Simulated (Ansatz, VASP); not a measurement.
**One calculation of Lu, two programs**

```xyz
1
Lattice="2.9138 0.0000 0.0000 0.0000 2.9138 0.0000 0.0000 0.0000 2.9138" Properties=species:S:1:pos:R:3 pbc="T T T"
Lu    0.0000    0.0000    0.0000
```

Change from the starting cell: volume scaled by 0.75, LAPW.

Alike in both runs: task single point; functional PBE; k mesh 12 × 12 × 12; occupations fermi-dirac, width 0.1 eV; no spin polarisation.

|  | VASP | Ansatz |
| --- | --- | --- |
| version | VASP 6.6.1 | Ansatz 0.2.0 |
| potentials or method | VASP PAW PBE potentials, release 64 (Lu), cutoff 520 eV | all-electron LAPW, scalar-relativistic |

VASP gave:

```
pressure (GPa) : 13.4
```

Question: What did Ansatz give for the same quantities?

Answer: Pressure (GPa): 13.0.

Ansatz ran all-electron here, and VASP with PAW potentials.

Neither program's run includes spin-orbit coupling.
